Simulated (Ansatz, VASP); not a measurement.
# One calculation of CoSn, two programs

```
Co Sn
1.0
     5.72031    0.00000    0.00000
    -2.86016    4.95394    0.00000
     0.00000    0.00000    3.89186
Co Sn
3 3
Cartesian
  -1.4301 2.4770 0.0000
  1.4301 2.4770 0.0000
  2.8602 0.0000 0.0000
  2.8602 1.6513 1.9459
  0.0000 3.3026 1.9459
  0.0000 0.0000 0.0000
```

Change from the starting cell: strain +0.080 along x and y, -0.080 along z, atoms carried along.

Alike in both runs: task single point; functional PBE; k mesh 12 × 12 × 12; occupations gaussian, width 0.15 eV; no spin polarisation.

```csv
,VASP,Ansatz
version,VASP 6.6.1,Ansatz 0.2.0
potentials or method,"VASP PAW PBE potentials, release 64 (Co, Sn_d), cutoff 520 eV","scalar-relativistic, plane waves, PAW"
valence electrons in the cell,69,93
```

```tsv
	VASP	Ansatz	Ansatz less VASP
gap on the k mesh at the Fermi level (eV)	none	none	-
pressure (GPa)	-4.7	-4.7	+0.04
traceless stress, the component that is largest in VASP (GPa)	13.44	13.60	+0.161
```

A gap of «none» marks a metal or a gap that the smearing closes. The functional is the same, so the differences come from potentials, cutoffs and numerics. VASP's potentials hold 69 valence electrons a cell and Ansatz's 93, so a difference there can come from the potentials and not from the codes.
